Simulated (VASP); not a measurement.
# CoSi16 (a cell with a defect) in VASP: single point with PBE

Aim: the single point of CoSi16 (a cell with a defect) with PBE.

Everything below comes from runs of VASP 6.6.1. Logs are shortened: lines on timing, memory, paths and dates and some standing lists are left out, and cuts for length are marked.

### Step 1. The cell of the first run

The cell holds a defect, 17 atoms: a = 7.679 Å, b = 7.679 Å, c = 7.679 Å, α = 60.00°, β = 60.00°, γ = 60.00°.

### Step 2. Single point, PBE, collinear spin, ferromagnetic start

The input, INCAR:

```
PREC = Accurate
ENCUT = 520
EDIFF = 1E-7
ISMEAR = 0
SIGMA = 0.05
LREAL = Auto
LASPH = True
NELM = 150
ALGO = Normal
ISIF = 2
LWAVE = False
LCHARG = False
ISPIN = 2
MAGMOM = 0 0 0 0 0 0 0 0 0 0 0 0 0 0 0 0 1
LORBIT = 11
LMAXMIX = 4
GGA = PE
NBANDS = 54
```

The input, KPOINTS:

```
Automatic mesh
0
Gamma
  2 2 2
```

The input, POSCAR:

```
CoSi16
1.0
    0.0000000000      5.4300000000      5.4300000000
    5.4300000000      0.0000000000      5.4300000000
    5.4300000000      5.4300000000      0.0000000000
Si Co
16 1
Direct
    0.0000290020      0.0004947313     -0.0005063095
    0.1243038346      0.1247583719      0.1271463194
    0.0017839270      0.0011939784      0.4981890564
    0.1241967656      0.1246328821      0.6234952318
   -0.0001637341      0.5011404910     -0.0010708684
    0.1267594045      0.6249434776      0.1239874543
   -0.0000854289      0.5009202192      0.4997061204
    0.1240787342      0.6302935553      0.6226069605
    0.5008463621      0.0004085702     -0.0013606472
    0.6244110361      0.1272796224      0.1239743052
    0.5006570170      0.0005201908      0.4997045528
    0.6307716632      0.1241387184      0.6223679507
    0.4995230623      0.5000360157      0.0000611282
    0.6239972237      0.6246550568      0.1236959525
    0.5006804579      0.5005121641      0.4992276616
    0.6240338406      0.6246976372      0.6273320892
    0.2522196321      0.2520257175      0.7479012422
```

Potentials or basis: VASP PAW PBE potentials, release 64 (Si, Co).

Launch:

```console
> cat potpaw_PBE.64/Si/POTCAR potpaw_PBE.64/Co/POTCAR > POTCAR
> mpirun -np 1 vasp_std > vasp.out
```

OUTCAR:

```text
PREC = Accurate
   ENCUT = 520
   EDIFF = 1E-7
   ISMEAR = 0
   LREAL = Auto
   LASPH = True
   NELM = 150
   ISIF = 2
   ISPIN = 2
   LORBIT = 11
   GGA = PE

 ion  position               nearest neighbor table
   1  0.000  0.000  0.999-   6 2.35  10 2.36   4 2.36   2 2.36  17 2.74
   2  0.124  0.125  0.127-   3 2.33   1 2.36   5 2.36   9 2.36  17 2.38
   3  0.002  0.001  0.498-   8 2.33  12 2.33   2 2.33   4 2.33
   4  0.124  0.125  0.623-   3 2.33   1 2.36   7 2.36  11 2.36  17 2.38
   5  1.000  0.501  0.999-   6 2.36  14 2.36   8 2.36   2 2.36  17 2.72
   6  0.127  0.625  0.124-  13 2.34   1 2.35   7 2.36   5 2.36
   7  1.000  0.501  0.500-   6 2.36  16 2.36   4 2.36   8 2.36  17 2.72
   8  0.124  0.630  0.623-   3 2.33   5 2.36   7 2.36  15 2.36  17 2.37
   9  0.501  0.000  0.999-  14 2.36  10 2.36  12 2.36   2 2.36  17 2.71
  10  0.624  0.127  0.124-  13 2.34   1 2.36  11 2.36   9 2.36
  11  0.501  0.001  0.500-  10 2.36  16 2.36  12 2.36   4 2.36  17 2.71
  12  0.631  0.124  0.622-   3 2.33   9 2.36  15 2.36  11 2.36  17 2.37
  13  0.500  0.500  0.000-  14 2.34  16 2.34  10 2.34   6 2.34
  14  0.624  0.625  0.124-  13 2.34  15 2.35   9 2.36   5 2.36
  15  0.501  0.501  0.499-  14 2.35  16 2.36  12 2.36   8 2.36  17 2.70
  16  0.624  0.625  0.627-  13 2.34  15 2.36  11 2.36   7 2.36
  17  0.252  0.252  0.748-   8 2.37  12 2.37   2 2.38   4 2.38  15 2.70   9 2.71  11 2.71   5 2.72
                             7 2.72   1 2.74

  LATTYP: Found a face centered cubic cell.
 ALAT       =    10.8600000000

  Lattice vectors:

 A1 = (   0.0000000000,   5.4300000000,   5.4300000000)
 A2 = (   5.4300000000,   0.0000000000,   5.4300000000)
 A3 = (   5.4300000000,   5.4300000000,   0.0000000000)

Analysis of symmetry for initial positions (statically):
=====================================================================
 Subroutine PRICEL returns:
 Original cell was already a primitive cell.

 Routine SETGRP: Setting up the symmetry group for a
 face centered cubic supercell.

 Subroutine GETGRP returns: Found  1 space group operations
 (whereof  1 operations were pure point group operations)
 out of a pool of 48 trial point group operations.

The static configuration has the point symmetry C_1 .

Analysis of symmetry for dynamics (positions and initial velocities):
=====================================================================
 Subroutine PRICEL returns:
 Original cell was already a primitive cell.

 Routine SETGRP: Setting up the symmetry group for a
 face centered cubic supercell.

 Subroutine GETGRP returns: Found  1 space group operations
[... 175 lines left out ...]
  ext. energy  EPLUGINS =         0.00000000
  ---------------------------------------------------
  free energy    TOTEN  =       -91.26841882 eV

  energy without entropy =      -91.25733703  energy(sigma->0) =      -91.26287792

 E-fermi :   6.4370     XC(G=0):  -9.6831

 val. band max:        6.3886692077   @ k =   0.0000   0.0000   0.0000
 cond. band min:       6.4704951509   @ k =   0.0000   0.0000   0.0000
 fundamental gap:      0.0818259432
 Fermi energy:         6.4369989486

 spin component 1

 k-point     1 :       0.0000    0.0000    0.0000
  band No.  band energies     occupation
      1      -5.8699      1.00000
      2      -3.5024      1.00000
      3      -3.4997      1.00000
      4      -3.4978      1.00000
      5      -3.4851      1.00000
      6      -1.8782      1.00000
[... 397 lines left out ...]
     47      10.5077      0.00000
     48      10.5541      0.00000
 Fermi energy:         6.4369989486

 spin component 2

 k-point     1 :       0.0000    0.0000    0.0000
  band No.  band energies     occupation
      1      -5.8699      1.00000
      2      -3.5024      1.00000
      3      -3.4997      1.00000
      4      -3.4978      1.00000
      5      -3.4851      1.00000
      6      -1.8782      1.00000
[... 397 lines left out ...]
     47      10.5077      0.00000
     48      10.5541      0.00000
 [bands above 48 left out]

------------------------ aborting loop because EDIFF is reached ----------------------------------------

  FORCE on cell =-STRESS in cart. coord.  units (eV):
  Direction    XX          YY          ZZ          XY          YZ          ZX
  --------------------------------------------------------------------------------------
  -------------------------------------------------------------------------------------
  Total        3.7249152      3.7248097      3.7471612     -0.0216096     -0.0334913     -0.0065021
  in kB       18.6379220     18.6373942     18.7492316     -0.1081255     -0.1675764     -0.0325339
  external PRESSURE =      18.6748493 kB  Pullay stress =       0.0000000 kB

 VOLUME and BASIS-vectors are now :
 -----------------------------------------------------------------------------
  energy-cutoff  :      520.00
  volume of cell :      320.21
      direct lattice vectors                 reciprocal lattice vectors
     0.000000000  5.430000000  5.430000000    -0.092081031  0.092081031  0.092081031
     5.430000000  0.000000000  5.430000000     0.092081031 -0.092081031  0.092081031
     5.430000000  5.430000000  0.000000000     0.092081031  0.092081031 -0.092081031

 POSITION                                       TOTAL-FORCE (eV/Angst)
 -----------------------------------------------------------------------------------
      5.42994      5.42741      0.00284         0.004497      0.004478      0.079159
      1.36784      1.36537      1.35241         0.052410      0.051017     -0.063102
      2.71165      2.71485      0.01617         0.001169      0.001006      0.002438
      4.06234      4.05997      1.35114        -0.055037     -0.055396     -0.058221
      8.14538     10.85330      8.15030        -0.080470      0.004535      0.012392
      4.06669      1.36156      4.08175        -0.039125      0.036171      0.020525
[... 9 lines left out ...]
      6.79852      6.79492      6.78061         0.035756      0.035318     -0.022978
      5.42960      5.43066      2.73805        -0.006543     -0.000784     -0.002986
 -----------------------------------------------------------------------------------
    total drift:                               -0.000674      0.004052     -0.008184

  FREE ENERGIE OF THE ION-ELECTRON SYSTEM (eV)
  ---------------------------------------------------
  free  energy   TOTEN  =       -91.2684188163 eV

  energy  without entropy=      -91.2573370268  energy(sigma->0) =      -91.26287792

 total charge

# of ion       s       p       d       tot
------------------------------------------
    1        0.735   0.946   0.000   1.681
    2        0.732   0.962   0.000   1.694
    3        0.759   0.928   0.000   1.687
    4        0.732   0.962   0.000   1.694
    5        0.734   0.946   0.000   1.680
    6        0.744   0.943   0.000   1.686
[... 9 lines left out ...]
   16        0.744   0.942   0.000   1.686
   17        0.377   0.400   7.550   8.327
--------------------------------------------------
tot         12.185  15.588   7.550  35.324

 magnetization (x)

# of ion       s       p       d       tot
------------------------------------------
    1        0.000   0.000   0.000   0.000
    2       -0.000  -0.000   0.000  -0.000
    3        0.000   0.000   0.000   0.000
    4       -0.000  -0.000   0.000  -0.000
    5        0.000   0.000   0.000   0.000
    6        0.000   0.000   0.000   0.000
[... 9 lines left out ...]
   16        0.000   0.000   0.000   0.000
   17       -0.000   0.000  -0.000  -0.000
--------------------------------------------------
tot          0.000  -0.000  -0.000  -0.000
```

OSZICAR:

```text
N       E                     dE             d eps       ncg     rms          rms(c)
DAV:   1     0.254597112041E+03    0.25460E+03   -0.27668E+04  1728   0.114E+03
DAV:   2    -0.661394488747E+02   -0.32074E+03   -0.29971E+03  1852   0.202E+02
[... 26 lines left out ...]
DAV:  29    -0.912684222562E+02    0.47807E-05   -0.62632E-06  2434   0.987E-03    0.375E-02
DAV:  30    -0.912684197634E+02    0.24928E-05   -0.57711E-06  2650   0.134E-02    0.166E-02
DAV:  31    -0.912684192332E+02    0.53023E-06   -0.17263E-06  2572   0.821E-03    0.126E-02
DAV:  32    -0.912684190837E+02    0.14942E-06   -0.30288E-07  1562   0.396E-03    0.115E-02
DAV:  33    -0.912684188538E+02    0.22996E-06   -0.85698E-07  2320   0.569E-03    0.652E-03
DAV:  34    -0.912684188163E+02    0.37516E-07   -0.18039E-07  1372   0.238E-03
   1 F= -.91268419E+02 E0= -.91262878E+02  d E =-.110818E-01  mag=     0.0002
```

Wall time 29 min (1 thread of Intel Xeon Platinum 8375C at 2.90GHz (Ice Lake), shared host); peak memory 0.73 GiB.

Results:

* Free energy: -91.2684 eV
* Pressure: 1.9 GPa
* Largest force: 0.097 eV/Å
* Net moment: 0.00 μB per cell
* Valence electrons inside the program's atomic spheres: Si 1.68, 1.69, 1.71 (each value once); Co 8.33

Forces on the atoms (eV/Å):
```
Si   0.004  0.004  0.079
Si   0.052  0.051 -0.063
Si   0.001  0.001  0.002
Si  -0.055 -0.055 -0.058
Si  -0.080  0.005  0.012
Si  -0.039  0.036  0.021
Si   0.005  0.080  0.010
Si   0.058 -0.062  0.042
Si   0.005 -0.080  0.012
Si   0.039 -0.040  0.024
Si   0.079  0.005  0.010
Si  -0.061  0.055  0.042
Si  -0.003  0.001  0.011
Si  -0.040 -0.039 -0.026
Si   0.006  0.005 -0.092
Si   0.036  0.035 -0.023
Co  -0.007 -0.001 -0.003
```

Caveat: the k points lie up to 0.50 Å⁻¹ apart.
